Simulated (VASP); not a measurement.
# As2F (P6_3/mmc) in VASP: further runs, part 2 of 2

VASP 6.6.1. The steps go on from the part before.

## 3. Single point, PBE

INCAR reads:

```
PREC     = Accurate       # precision mode
ENCUT    = 520            # plane-wave cutoff, eV
EDIFF    = 1E-6           # SCF threshold, eV
ISMEAR   = 0              # smearing method
SIGMA    = 0.1            # smearing width, eV
LREAL    = F              # projectors in reciprocal space
LASPH    = T              # aspherical terms in the spheres
NELM     = 100            # most SCF steps
ALGO     = Normal         # electronic algorithm
ISIF     = 2              # what is computed and relaxed
LWAVE    = F              # write WAVECAR
LCHARG   = T              # write CHGCAR
GGA      = PE             # functional
LELF     = T              # ELF
LVHAR    = T            
NBANDS   = 26             # bands
```

KPOINTS reads:

```
Automatic mesh
0
Gamma
  12 12 4
```

POSCAR reads:

```
As2F
1.0
    3.6151989719      0.0000000000      0.0000000000
   -1.8075994859      3.1308541494      0.0000000000
    0.0000000000      0.0000000000     10.2397427626
As F
4 2
Direct
    0.3333333333      0.6666666667      0.5656928344
    0.6666666667      0.3333333333      0.0656928344
    0.3333333333      0.6666666667      0.9343071656
    0.6666666667      0.3333333333      0.4343071656
    0.3333333333      0.6666666667      0.2500000000
    0.6666666667      0.3333333333      0.7500000000
```

Potentials or basis: VASP PAW PBE potentials, release 64 (As, F).

The run is started by

```bash
$ cat potpaw_PBE.64/As/POTCAR potpaw_PBE.64/F/POTCAR > POTCAR
$ mpirun -np 1 vasp_std > vasp.out
```

OUTCAR:

```text
PREC = Accurate
   ENCUT = 520
   EDIFF = 1E-6
   ISMEAR = 0
   LREAL = F
   LASPH = T
   NELM = 100
   ISIF = 2
   GGA = PE

 ion  position               nearest neighbor table
   1  0.333  0.667  0.566-   4 2.48   4 2.48   4 2.48
   2  0.667  0.333  0.066-   3 2.48   3 2.48   3 2.48
   3  0.333  0.667  0.934-   2 2.48   2 2.48   2 2.48
   4  0.667  0.333  0.434-   1 2.48   1 2.48   1 2.48
   5  0.333  0.667  0.250-
   6  0.667  0.333  0.750-

  LATTYP: Found a hexagonal cell.
 ALAT       =     3.6151989719
 C/A-ratio  =     2.8324147142

  Lattice vectors:

 A1 = (   3.6151989719,   0.0000000000,   0.0000000000)
 A2 = (  -1.8075994859,   3.1308541494,   0.0000000000)
 A3 = (   0.0000000000,   0.0000000000,  10.2397427626)

Analysis of symmetry for initial positions (statically):
=====================================================================
 Subroutine PRICEL returns:
 Original cell was already a primitive cell.

 Routine SETGRP: Setting up the symmetry group for a
 hexagonal supercell.

 Subroutine GETGRP returns: Found 24 space group operations
[... 180 lines left out ...]
 fundamental gap:      0.0029816654
 Fermi energy:         2.4646646570

 k-point     1 :       0.0000    0.0000    0.0000
  band No.  band energies     occupation
      1     -18.4187      2.00000
      2     -18.4049      2.00000
      3     -11.2983      2.00000
      4     -11.2015      2.00000
      5      -4.7551      2.00000
      6      -4.6191      2.00000
[... 685 lines left out ...]
     25      10.6568      0.00000
     26      11.6904      0.00000

 [... further k-points ...]

------------------------ aborting loop because EDIFF is reached ----------------------------------------

  FORCE on cell =-STRESS in cart. coord.  units (eV):
  Direction    XX          YY          ZZ          XY          YZ          ZX
  --------------------------------------------------------------------------------------
  -------------------------------------------------------------------------------------
  Total        0.0846827      0.0846827      0.0717341      0.0000000      0.0000000      0.0000000
  in kB        1.1706339      1.1706339      0.9916357      0.0000000      0.0000000      0.0000000
  external PRESSURE =       1.1109679 kB  Pullay stress =       0.0000000 kB

 VOLUME and BASIS-vectors are now :
 -----------------------------------------------------------------------------
  energy-cutoff  :      520.00
  volume of cell :      115.90
      direct lattice vectors                 reciprocal lattice vectors
     3.615198972  0.000000000  0.000000000     0.276609948  0.159700828  0.000000000
    -1.807599486  3.130854149  0.000000000     0.000000000  0.319401656  0.000000000
     0.000000000  0.000000000 10.239742763     0.000000000  0.000000000  0.097658703

 POSITION                                       TOTAL-FORCE (eV/Angst)
 -----------------------------------------------------------------------------------
     -0.00000      2.08724      5.79255         0.000000      0.000000      0.072736
      1.80760      1.04362      0.67268        -0.000000      0.000000      0.072736
     -0.00000      2.08724      9.56707         0.000000      0.000000     -0.072736
      1.80760      1.04362      4.44719        -0.000000      0.000000     -0.072736
     -0.00000      2.08724      2.55994        -0.000000     -0.000000     -0.000000
      1.80760      1.04362      7.67981         0.000000     -0.000000     -0.000000
 -----------------------------------------------------------------------------------
    total drift:                               -0.000000      0.000000     -0.000000

  FREE ENERGIE OF THE ION-ELECTRON SYSTEM (eV)
  ---------------------------------------------------
  free  energy   TOTEN  =       -24.9510605767 eV

  energy  without entropy=      -24.9305151568  energy(sigma->0) =      -24.94078787
```

OSZICAR:

```text
N       E                     dE             d eps       ncg     rms          rms(c)
DAV:   1     0.173746740347E+03    0.17375E+03   -0.15323E+04  2964   0.114E+03
DAV:   2    -0.148854492625E+02   -0.18863E+03   -0.17844E+03  3758   0.222E+02
DAV:   3    -0.277842437146E+02   -0.12899E+02   -0.12735E+02  3578   0.615E+01
DAV:   4    -0.278914698415E+02   -0.10723E+00   -0.10712E+00  3252   0.608E+00
DAV:   5    -0.278922629743E+02   -0.79313E-03   -0.79303E-03  3400   0.529E-01    0.103E+01
DAV:   6    -0.252407731963E+02    0.26515E+01   -0.12861E+01  3204   0.255E+01    0.640E+00
DAV:   7    -0.250074040809E+02    0.23337E+00   -0.15522E+00  3168   0.914E+00    0.270E+00
DAV:   8    -0.250009343526E+02    0.64697E-02   -0.28960E-01  3444   0.467E+00    0.146E+00
DAV:   9    -0.249492819590E+02    0.51652E-01   -0.64666E-02  3654   0.257E+00    0.205E-01
DAV:  10    -0.249510491032E+02   -0.17671E-02   -0.11837E-02  3142   0.593E-01    0.829E-02
DAV:  11    -0.249510647540E+02   -0.15651E-04   -0.40992E-04  3314   0.122E-01    0.493E-02
DAV:  12    -0.249510769832E+02   -0.12229E-04   -0.34577E-04  3178   0.136E-01    0.399E-02
DAV:  13    -0.249510594076E+02    0.17576E-04   -0.96387E-05  3300   0.726E-02    0.432E-03
DAV:  14    -0.249510605145E+02   -0.11068E-05   -0.70466E-06  3114   0.151E-02    0.368E-03
DAV:  15    -0.249510605767E+02   -0.62229E-07   -0.29344E-07  1654   0.332E-03
   1 F= -.24951061E+02 E0= -.24940788E+02  d E =-.205454E-01
```

stdout:

```text
POSCAR found type information on POSCAR AsF
 POSCAR found :  2 types and       6 ions
 scaLAPACK will be used
 LDA part: xc-table for (Slater+PW92), standard interpolation
 POSCAR, INCAR and KPOINTS ok, starting setup
 FFT: planning ... GRIDC
 FFT: planning ... GRID_SOFT
 FFT: planning ... GRID
 WAVECAR not read
 entering main loop
```

Wall time 87 s (1 thread of Intel Xeon 6975P-C (Granite Rapids), shared host); peak memory 0.3 GiB.

Results:

```yaml
Free_energy: -24.9511 eV
Pressure: 0.1 GPa
Largest_force: 0.073 eV/Å
Band_gap_on_the_k_mesh: zero (bands 17 and 18 overlap by 1.26 eV)
```

Forces in eV/Å, atoms in the order of the input:
```
As   0.000  0.000  0.073
As   0.000  0.000  0.073
As   0.000  0.000 -0.073
As   0.000  0.000 -0.073
F    0.000  0.000  0.000
F    0.000  0.000  0.000
```

Levels at points of the mesh, in eV from the Fermi level:
| k point | band 15 | band 16 | band 17 | band 18 | band 19 | band 20 |
| --- | --- | --- | --- | --- | --- | --- |
| (0.00, 0.00, 0.00) | -0.34 | -0.16 | -0.16 | 1.68 | 2.03 | 2.99 |
| (0.50, 0.00, 0.00) | -1.34 | -1.19 | -0.69 | -0.05 | 2.30 | 2.31 |
| (0.00, 0.00, 0.50) | -0.25 | -0.25 | 0.43 | 0.43 | 2.67 | 2.67 |
| (0.50, 0.00, 0.50) | -1.64 | -1.64 | -0.33 | -0.33 | 2.29 | 2.29 |
